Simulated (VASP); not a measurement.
Here is a VASP 6.6.1 calculation.

Contents of INCAR:

```
PREC = Accurate
ENCUT = 520
EDIFF = 1E-6
ISMEAR = 0
SIGMA = 0.01
LREAL = False
LASPH = True
NELM = 150
ALGO = Normal
ISIF = 2
LWAVE = False
LCHARG = False
MAGMOM = 0 0 0 0 0 0 0 0 0 0 0 0
LORBIT = 11
LSORBIT = True
GGA_COMPAT = False
LORBMOM = True
GGA = PS
NBANDS = 46
```

The input KPOINTS:

```
regular mesh
0
Gamma
  6 6 4
```

The input POSCAR:

```
SrO
1.0
    3.5532880000      0.0000000000      0.0000000000
   -1.7766440000      3.0772380000      0.0000000000
    0.0000000000      0.0000000000      6.2173040000
Sr O
2 2
Direct
    0.3333333333      0.6666666667      0.2500000000
    0.6666666667      0.3333333333      0.7500000000
    0.0000000000      0.0000000000      0.0000000000
    0.0000000000      0.0000000000      0.5000000000
```

Potentials or basis: VASP PAW PBE potentials, release 64 (Sr_sv, O).

Command:

```bash
$ cat potpaw_PBE.64/Sr_sv/POTCAR potpaw_PBE.64/O/POTCAR > POTCAR
$ mpirun -np 1 vasp_ncl > vasp.out
```

(1) Predict the net moment.

(2) Predict the pressure.

Results:

(1) 0.00 μB per cell.

(2) -1.8 GPa.

Caveat: the PAW data sets were made with another functional, which shifts forces and pressure a little.
